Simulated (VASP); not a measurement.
GaN:

```
Ga N
1.0
     3.18315    0.00000    0.00000
    -1.59157    2.75669    0.00000
     0.00000    0.00000    5.18363
Ga N
2 2
Direct
  0.33333 0.66667 0.99911
  0.66667 0.33333 0.49911
  0.33333 0.66667 0.37589
  0.66667 0.33333 0.87589
```

Base run:

| Quantity | Value |
| --- | --- |
| Program | VASP 6.6.1 |
| Functional | PBE |
| Potentials or basis | VASP PAW PBE potentials, release 64 (Ga_d, N) |
| Cutoff | 520 eV |
| k mesh | 9 × 9 × 4 |
| Occupations | gaussian, width 0.01 eV |
| Spin | no spin polarisation |

Its results: band gap on the k mesh 1.94 eV, direct; pressure 6.3 GPa; largest force 0.005 eV/Å.

Problem. The run is repeated on the same cell with these changes: functional from PBE to r2SCAN. What comes out?

Solution. Band gap on the k mesh 2.34 eV, direct; pressure 1.1 GPa; largest force 0.005 eV/Å.

r2SCAN gives the wider gap, since meta-GGAs in the generalised Kohn-Sham scheme recover part of the derivative discontinuity.

Caveats: the PAW data sets were made with another functional, which shifts forces and pressure a little (some runs).

